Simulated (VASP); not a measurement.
## SiO2: single point with LDA

Crystal: SiO2.

```
Si O
1.0
     4.94401    0.00000    0.00000
     0.00000    4.94401    0.00000
     0.00000    0.00000    6.86979
Si O
4 8
Direct
  0.30448 0.30448 0.00000
  0.19552 0.80448 0.25000
  0.69552 0.69552 0.50000
  0.80448 0.19552 0.75000
  0.23726 0.11356 0.18345
  0.38644 0.73726 0.43345
  0.76274 0.88644 0.68345
  0.61356 0.26274 0.93345
  0.73726 0.38644 0.56655
  0.88644 0.76274 0.31655
  0.26274 0.61356 0.06655
  0.11356 0.23726 0.81655
```

```
Program             : VASP 6.6.1
Task                : single point
Functional          : LDA
Potentials or basis : VASP PAW LDA potentials, release 64 (Si, O)
Cutoff              : 600 eV
k mesh              : 6 × 6 × 6
Occupations         : gaussian, width 0.02 eV
Spin                : no spin polarisation
```

- Pressure: 0.2 GPa
- Largest force: 0.029 eV/Å
- Band gap on the k mesh: 5.55 eV

Forces on the atoms (eV/Å):
```
Si   0.021  0.021  0.000
Si  -0.021  0.021  0.000
Si  -0.021 -0.021  0.000
Si   0.021 -0.021  0.000
O   -0.001  0.010  0.007
O   -0.010 -0.001  0.007
O    0.001 -0.010  0.007
O    0.010  0.001  0.007
O   -0.001 -0.010 -0.007
O   -0.010  0.001 -0.007
O    0.001  0.010 -0.007
O    0.010 -0.001 -0.007
```

Levels at points of the mesh, in eV from the valence-band top:
| k point | band 28 | band 29 | band 30 | band 31 | band 32 | band 33 | band 34 | band 35 | band 36 | band 37 |
| --- | --- | --- | --- | --- | --- | --- | --- | --- | --- | --- |
| (0.00, 0.00, 0.00) | -1.29 | -0.69 | -0.32 | -0.32 | 0.00 | 5.55 | 8.61 | 8.61 | 9.14 | 9.14 |
| (0.50, 0.00, 0.00) | -1.01 | -0.66 | -0.66 | -0.50 | -0.50 | 7.62 | 7.62 | 9.02 | 9.02 | 9.67 |
| (0.50, 0.50, 0.00) | -1.33 | -0.60 | -0.60 | -0.54 | -0.54 | 8.54 | 8.54 | 8.69 | 8.69 | 9.51 |
| (0.00, 0.00, 0.50) | -0.88 | -0.56 | -0.56 | -0.39 | -0.39 | 6.83 | 6.83 | 9.16 | 9.16 | 9.53 |
| (0.50, 0.00, 0.50) | -1.02 | -0.94 | -0.94 | -0.18 | -0.18 | 8.00 | 8.00 | 8.78 | 8.78 | 9.11 |
| (0.50, 0.50, 0.50) | -1.36 | -0.61 | -0.61 | -0.61 | -0.61 | 9.04 | 9.04 | 9.04 | 9.04 | 9.64 |

Wall time 6.8 min on 1 thread of Oxide Virtual Turin-like Processor, on a shared host, peak memory 0.35 GiB.

A k mesh can miss the band edges. As with any semilocal functional, this LDA gap is likely too small.
